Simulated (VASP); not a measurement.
Runs of VASP 6.6.1 on Au. The structure is that of space group R-3m (No. 166), or close to it. The cells are those of the table. 

```csv
task,cell,k mesh,cutoff (eV),gap on the mesh (eV),pressure (GPa),largest force (eV/Å)
relaxation of cell and atoms,"relaxed from a = 6.998 Å, angles 58.1°, 12 atoms",3 × 3 × 3,600,none,0.1,0.02
single point,"a = 7.734 Å, angles 55.1°, 12 atoms",6 × 6 × 6,520,none,-0.1,(a)
single point,"a = 7.632 Å, angles 56.7°, 12 atoms",3 × 3 × 3,520,none,0.1,0.03
single point,"a = 6.998 Å, angles 58.1°, 12 atoms",3 × 3 × 3,520,none,(b),7.02
```

Alike in all rows: level PBEsol; potentials or basis VASP PAW PBE potentials, release 64 (Au); no spin polarisation; smearing gaussian 0.1 eV.

**Question.** Fill in the values left out.

**Answer.** (a) 0.01; (b) 54.5.

Caveats: some runs use coarse meshes; the PAW data sets were made with another functional, which shifts forces and pressure a little; spin-orbit coupling is left out, which moves the levels of the heavy elements.

A k mesh can miss the band edges, and the runs leave out spin-orbit coupling on Au.

A gap of «none» marks levels without a gap at the run's occupations.
